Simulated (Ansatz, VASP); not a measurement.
## Bi in VASP and in Ansatz

File INCAR:

```
ALGO = Normal
EDIFF = 1E-7
ENCUT = 520
GGA = PE
ISIF = 2
ISMEAR = -1
LASPH = T
LCHARG = F
LREAL = F
LWAVE = F
NBANDS = 22
NELM = 60
PREC = Accurate
SIGMA = 0.02
```

Contents of KPOINTS:

```
k-points
0
Gamma
  8 8 8
```

File POSCAR:

```
Bi
1.0
    2.2611931416      1.3055004690      4.0217690833
   -2.2611931416      1.3055004690      4.0217690833
    0.0000000000     -2.6110009380      4.0217690834
Bi
2
Direct
    0.2327530117      0.2327530117      0.2327530117
    0.7672469883      0.7672469883      0.7672469883
```

Input for Ansatz:

```yaml
crystal:
  lattice:
    - [2.2611931416, 1.305500469, 4.0217690833]
    - [-2.2611931416, 1.305500469, 4.0217690833]
    - [0.0, -2.611000938, 4.0217690834]
  atoms:
    - { symbol: Bi, position: [0.2327530117, 0.2327530117, 0.2327530117] }
    - { symbol: Bi, position: [0.7672469883, 0.7672469883, 0.7672469883] }
kpoints:
  mp_grid: { grid: [8, 8, 8] }
  band_path:
    path:
      - [0.0, 0.0, 0.0]
      - [0.5, 0.5, 0.5]
      - [0.7630862102, 0.2369137898, 0.5]
      - [0.5, -0.2369137898, 0.2369137898]
      - [0.5, 0.0, 0.0]
      - [0.3684568949, -0.3684568949, 0.0]
      - [0.6315431051, 0.0, 0.3684568949]
      - [0.5, 0.0, 0.5]
      - [0.552617242, 0.447382758, 0.5]
    npoints: 1
hamiltonian:
  xc: pbe
scf:
  occupations: { method: fermi_dirac, width: 0.02 }
  n_extra_bands: 4
output:
  forces: true
  stress: true
  eigenvalues: true
```

Alike in both runs: task single point; functional PBE; k mesh 8 × 8 × 8; occupations fermi-dirac, width 0.02 eV; no spin polarisation.

```csv
,VASP,Ansatz
version,VASP 6.6.1,Ansatz 0.2.0
potentials or method,"VASP PAW PBE potentials, release 64 (Bi_d)","plane waves, PAW"
plane-wave cutoff (eV),520,420
valence electrons in the cell,30,30
```

|  | VASP | Ansatz | Ansatz less VASP |
| --- | --- | --- | --- |
| pressure (GPa) | 1.8 | 1.8 | +0.05 |
| traceless stress, the component that is largest in VASP (GPa) | -0.28 | -0.28 | 0.000 |
| rms of the force components (eV/Å) | 0.130 | 0.126 | -0.0042 |

Atom by atom the forces differ by 0.004 eV/Å (rms over components).

Neither program's run includes spin-orbit coupling.
